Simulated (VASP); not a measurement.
# TiO2 in VASP: notebook, part 2 of 2

VASP 6.6.1.

## Step 3: Single point, PBE

Contents of INCAR:

```
PREC = Accurate ; ENCUT = 520
EDIFF = 1E-7 ; ISMEAR = -1
SIGMA = 0.02 ; LREAL = False
LASPH = True ; NELM = 100
ALGO = Normal ; ISIF = 2
LWAVE = False ; LCHARG = False
GGA = PE ; NBANDS = 33
```

Contents of KPOINTS:

```
regular mesh
0
Gamma
  6 6 9
```

Contents of POSCAR:

```
TiO2
1.0
    4.5998373239      0.0000000000      0.0000000000
    0.0000000000      4.5998373239      0.0000000000
    0.0000000000      0.0000000000      2.9592135600
Ti O
2 4
Direct
    0.0000000000      0.0000000000      0.5000000000
    0.5000000000      0.5000000000      0.0000000000
    0.3043213200      0.3043213200      0.5033792762
    0.1956786800      0.8043213200      0.0000000000
    0.8043213200      0.1956786800      0.0000000000
    0.6956786800      0.6956786800      0.5000000000
```

Potentials or basis: VASP PAW PBE potentials, release 64 (Ti_sv, O).

On the command line:

```console
$ cat potpaw_PBE.64/Ti_sv/POTCAR potpaw_PBE.64/O/POTCAR > POTCAR
$ mpirun -np 1 vasp_std > vasp.out
```

OUTCAR:

```text
PREC = Accurate
   ENCUT = 520
   EDIFF = 1E-7
   ISMEAR = -1
   LREAL = False
   LASPH = True
   NELM = 100
   ISIF = 2
   GGA = PE

 ion  position               nearest neighbor table
   1  0.000  0.000  0.500-   4 1.95   5 1.95   4 1.95   5 1.95   6 1.98   3 1.98
   2  0.500  0.500  0.000-   3 1.94   6 1.95   6 1.95   3 1.96   4 1.98   5 1.98
   3  0.304  0.304  0.503-   2 1.94   2 1.96   1 1.98
   4  0.196  0.804  0.000-   1 1.95   1 1.95   2 1.98
   5  0.804  0.196  0.000-   1 1.95   1 1.95   2 1.98
   6  0.696  0.696  0.500-   2 1.95   2 1.95   1 1.98

  LATTYP: Found a simple tetragonal cell.
 ALAT       =     4.5998373239
 C/A-ratio  =     0.6433300466

  Lattice vectors:

 A1 = (   4.5998373239,   0.0000000000,   0.0000000000)
 A2 = (   0.0000000000,   4.5998373239,   0.0000000000)
 A3 = (   0.0000000000,   0.0000000000,   2.9592135600)

Analysis of symmetry for initial positions (statically):
=====================================================================
 Subroutine PRICEL returns:
 Original cell was already a primitive cell.

 Routine SETGRP: Setting up the symmetry group for a
 simple tetragonal supercell.

 Subroutine GETGRP returns: Found  2 space group operations
 (whereof  2 operations were pure point group operations)
 out of a pool of 16 trial point group operations.

The static configuration has the point symmetry C_1h.

Analysis of symmetry for dynamics (positions and initial velocities):
=====================================================================
 Subroutine PRICEL returns:
 Original cell was already a primitive cell.

 Routine SETGRP: Setting up the symmetry group for a
 simple tetragonal supercell.

 Subroutine GETGRP returns: Found  2 space group operations
 (whereof  2 operations were pure point group operations)
 out of a pool of 16 trial point group operations.

The dynamic configuration has the point symmetry C_1h.

 Subroutine INISYM returns: Found  2 space group operations
 (whereof  2 operations are pure point group operations),
[... 127 lines left out ...]
  Thomas-Fermi vector in A             =   2.610085
   LORBIT       =      0    0 simple, 1 ext, 2 COOP (PROOUT), +10 PAW based schemes
   GGA     = PE    functional components
   LHFCALC =     F    Hartree Fock is set to
   AEXX    =    0.0000 exact exchange contribution
   IVDW    =     0    specifies the selected vdW correction
   LEPSILON=     F    determine dielectric tensor
   LRPA    =     F    only Hartree local field effects (RPA)
 non-spin polarized calculation
  energy-cutoff  :      520.00
  volume of cell :       62.61
 maximum number of plane-waves:      1720
 NGX is ok and might be reduce to    36
   NGX = 17   NGY = 17   NGZ = 11

 number of electron      48.0000021 magnetization

 Free energy of the ion-electron system (eV)
  ---------------------------------------------------
  ext. energy  EPLUGINS =         0.00000000
  ---------------------------------------------------
  free energy    TOTEN  =       -53.65196280 eV

  energy without entropy =      -53.65196280  energy(sigma->0) =      -53.65196280

 E-fermi :   5.2419     XC(G=0): -11.3977

 val. band max:        4.8285299259   @ k =   0.0000   0.0000   0.0000
 cond. band min:       6.6674409590   @ k =   0.0000   0.0000   0.0000
 fundamental gap:      1.8389110331
 Fermi energy:         5.2418885360

 k-point     1 :       0.0000    0.0000    0.0000
  band No.  band energies     occupation
      1     -52.1127      2.00000
      2     -52.0959      2.00000
      3     -28.4174      2.00000
      4     -28.4173      2.00000
      5     -28.2545      2.00000
      6     -28.2544      2.00000
[... 853 lines left out ...]
     32      10.7000      0.00000
     33      11.1122      0.00000

 [... further k-points ...]

------------------------ aborting loop because EDIFF is reached ----------------------------------------

  FORCE on cell =-STRESS in cart. coord.  units (eV):
  Direction    XX          YY          ZZ          XY          YZ          ZX
  --------------------------------------------------------------------------------------
  -------------------------------------------------------------------------------------
  Total        1.9958281      1.9958281      1.7916778      0.0010470      0.0538169      0.0538169
  in kB       51.0707760     51.0707760     45.8468231      0.0267921      1.3771087      1.3771085
  external PRESSURE =      49.3294584 kB  Pullay stress =       0.0000000 kB

 VOLUME and BASIS-vectors are now :
 -----------------------------------------------------------------------------
  energy-cutoff  :      520.00
  volume of cell :       62.61
      direct lattice vectors                 reciprocal lattice vectors
     4.599837324  0.000000000  0.000000000     0.217398993  0.000000000  0.000000000
     0.000000000  4.599837324  0.000000000     0.000000000  0.217398993  0.000000000
     0.000000000  0.000000000  2.959213560     0.000000000  0.000000000  0.337927622

 POSITION                                       TOTAL-FORCE (eV/Angst)
 -----------------------------------------------------------------------------------
      0.00000      0.00000      1.47961        -0.000432     -0.000432     -0.001754
      2.29992      2.29992      0.00000         0.001331      0.001331      0.003414
      1.39983      1.39983      1.48961        -0.016033     -0.016033     -0.080073
      0.90009      3.69975      0.00000         0.014679     -0.014583      0.020725
      3.69975      0.90009      0.00000        -0.014583      0.014679      0.020725
      3.20001      3.20001      1.47961         0.015038      0.015038      0.036962
 -----------------------------------------------------------------------------------
    total drift:                               -0.000024     -0.000024      0.000080

  FREE ENERGIE OF THE ION-ELECTRON SYSTEM (eV)
  ---------------------------------------------------
  free  energy   TOTEN  =       -53.6519627954 eV

  energy  without entropy=      -53.6519627954  energy(sigma->0) =      -53.65196280
```

OSZICAR:

```text
N       E                     dE             d eps       ncg     rms          rms(c)
DAV:   1     0.664426420481E+03    0.66443E+03   -0.24515E+04  6402   0.173E+03
DAV:   2     0.308235021618E+02   -0.63360E+03   -0.58669E+03  6965   0.521E+02
DAV:   3    -0.651721098511E+02   -0.95996E+02   -0.93951E+02  8779   0.191E+02
DAV:   4    -0.709124409084E+02   -0.57403E+01   -0.57284E+01  9381   0.441E+01
DAV:   5    -0.711623191513E+02   -0.24988E+00   -0.24985E+00  8390   0.717E+00    0.313E+01
DAV:   6    -0.539972213046E+02    0.17165E+02   -0.75253E+01  8410   0.885E+01    0.111E+01
DAV:   7    -0.539356510988E+02    0.61570E-01   -0.13398E+01  8065   0.329E+01    0.918E+00
DAV:   8    -0.538209355847E+02    0.11472E+00   -0.45967E-01  7668   0.506E+00    0.746E+00
DAV:   9    -0.538349005431E+02   -0.13965E-01   -0.14553E+00  8328   0.141E+01    0.382E+00
DAV:  10    -0.536609068367E+02    0.17399E+00   -0.75150E-01  8045   0.855E+00    0.888E-01
DAV:  11    -0.536538353261E+02    0.70715E-02   -0.33669E-02  7476   0.144E+00    0.514E-01
DAV:  12    -0.536525001551E+02    0.13352E-02   -0.55958E-03  7714   0.657E-01    0.212E-01
DAV:  13    -0.536521116478E+02    0.38851E-03   -0.12084E-03  8485   0.244E-01    0.968E-02
DAV:  14    -0.536519868445E+02    0.12480E-03   -0.17526E-04  8417   0.129E-01    0.454E-02
DAV:  15    -0.536519633474E+02    0.23497E-04   -0.86854E-05  8756   0.736E-02    0.110E-02
DAV:  16    -0.536519630841E+02    0.26330E-06   -0.62159E-06  9241   0.170E-02    0.748E-03
DAV:  17    -0.536519628239E+02    0.26025E-06   -0.27163E-06  8770   0.166E-02    0.177E-03
DAV:  18    -0.536519627954E+02    0.28487E-07   -0.30212E-07  5827   0.457E-03
   1 F= -.53651963E+02 E0= -.53651963E+02  d E =-.323369E-11
```

stdout:

```text
POSCAR found type information on POSCAR TiO
 POSCAR found :  2 types and       6 ions
 scaLAPACK will be used
 LDA part: xc-table for (Slater+PW92), standard interpolation
 POSCAR, INCAR and KPOINTS ok, starting setup
 FFT: planning ... GRIDC
 FFT: planning ... GRID_SOFT
 FFT: planning ... GRID
 WAVECAR not read
 entering main loop
```

Run time: 5.2 min. Hardware: 1 thread of Intel Xeon 8259CL, shared host; peak memory 0.28 GiB.

What came out:

```yaml
Free_energy: -53.6520 eV
Pressure: 4.9 GPa
Largest_force: 0.083 eV/Å
Band_gap_on_the_k_mesh: 1.84 eV
```

Forces in eV/Å, atoms in the order of the input:
```
Ti   0.000  0.000 -0.002
Ti   0.001  0.001  0.003
O   -0.016 -0.016 -0.080
O    0.015 -0.015  0.021
O   -0.015  0.015  0.021
O    0.015  0.015  0.037
```

Levels at points of the mesh, in eV from the valence-band top:
| k point | band 20 | band 21 | band 22 | band 23 | band 24 | band 25 | band 26 | band 27 | band 28 | band 29 |
| --- | --- | --- | --- | --- | --- | --- | --- | --- | --- | --- |
| (0.00, 0.00, 0.00) | -1.99 | -0.71 | -0.46 | -0.46 | 0.00 | 1.84 | 2.13 | 2.37 | 2.47 | 2.47 |
| (0.50, 0.00, 0.00) | -3.06 | -1.65 | -1.65 | -0.74 | -0.74 | 2.50 | 2.50 | 3.00 | 3.00 | 3.53 |
| (0.50, 0.50, 0.00) | -2.19 | -1.31 | -1.31 | -1.08 | -1.08 | 1.87 | 1.87 | 2.49 | 2.49 | 3.80 |

Caveat: the cell stands under pressure; an odd mesh through Γ misses points on the zone boundary, where band edges can lie.

## Step 4: Single point, PBE

Contents of INCAR:

```
SYSTEM = TiO2
ALGO = Normal
EDIFF = 1E-6
ENCUT = 520
GGA = PE
ISIF = 2
ISMEAR = -1
LASPH = .True.
LCHARG = .False.
LREAL = .False.
LWAVE = .False.
NBANDS = 33
NELM = 80
PREC = Accurate
SIGMA = 0.02
```

Contents of KPOINTS:

```
k-points
0
Gamma
  6 6 9
  0 0 0
```

Edit POSCAR of step 3 so:

```diff
@@ -10,3 +10,3 @@
     0.5000000000      0.5000000000      0.0000000000
-    0.3043213200      0.3043213200      0.5033792762
+    0.3043213200      0.3043213200      0.4966207238
     0.1956786800      0.8043213200      0.0000000000
```

On the command line:

```console
$ cat potpaw_PBE.64/Ti_sv/POTCAR potpaw_PBE.64/O/POTCAR > POTCAR
$ mpirun -np 1 vasp_std > vasp.out
```

Wall time 4.7 min (1 thread of Intel Xeon 8259CL, shared host); peak memory 0.28 GiB.

Results (log left out):

```
Free energy            : -53.6520 eV
Pressure               : 4.9 GPa
Largest force          : 0.083 eV/Å
Band gap on the k mesh : 1.84 eV
```

Forces on the atoms (eV/Å):
```
Ti   0.000  0.000  0.002
Ti   0.001  0.001 -0.003
O   -0.016 -0.016  0.080
O    0.015 -0.015 -0.021
O   -0.015  0.015 -0.021
O    0.015  0.015 -0.037
```

Stress tensor (GPa, compression positive):
```
 5.11  0.00 -0.14
 0.00  5.11 -0.14
-0.14 -0.14  4.59
```

Levels at points of the mesh, in eV from the valence-band top:
| k point | band 20 | band 21 | band 22 | band 23 | band 24 | band 25 | band 26 | band 27 | band 28 | band 29 |
| --- | --- | --- | --- | --- | --- | --- | --- | --- | --- | --- |
| (0.00, 0.00, 0.00) | -1.99 | -0.71 | -0.46 | -0.46 | 0.00 | 1.84 | 2.13 | 2.37 | 2.47 | 2.47 |
| (0.50, 0.00, 0.00) | -3.06 | -1.65 | -1.65 | -0.74 | -0.74 | 2.50 | 2.50 | 3.00 | 3.00 | 3.53 |
| (0.50, 0.50, 0.00) | -2.19 | -1.31 | -1.31 | -1.08 | -1.08 | 1.87 | 1.87 | 2.49 | 2.49 | 3.80 |

Caveat: the cell stands under pressure; an odd mesh through Γ misses points on the zone boundary, where band edges can lie.
